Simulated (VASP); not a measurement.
**Li: single point with PBE**

The system is Li.

```
Li
1.0
     0.00000    2.22020    2.22020
     2.22020    0.00000    2.22020
     2.22020    2.22020    0.00000
Li
1
Direct
  0.00000 0.00000 0.00000
```

This isn't the form of Li at room conditions, which is bcc.

```json
{
 "Program": "VASP 6.6.1",
 "Task": "single point",
 "Functional": "PBE",
 "Potentials or basis": "VASP PAW PBE potentials, release 64 (Li_sv)",
 "Cutoff": "520 eV",
 "k mesh": "13 × 13 × 13",
 "Occupations": "fermi-dirac, width 0.08 eV",
 "Spin": "no spin polarisation",
 "Dipole correction": "no",
 "Further INCAR settings": "ALGO = Normal; EDIFF = 1e-06; NBANDS = 8"
}
```

| Item | Value |
| --- | --- |
| Band gap on the k mesh | zero (an odd number of electrons rules out a gap without spin polarisation) |

Levels at points of the mesh, in eV from the Fermi level:
```csv
k point,band 1,band 2,band 3,band 4,band 5
"(0.00, 0.00, 0.00)",-46.68,-3.48,13.57,13.57,13.57
```

Run time: 9.1 s on 1 thread of Intel Xeon 8259CL (shared host), peak memory 0.13 GiB.
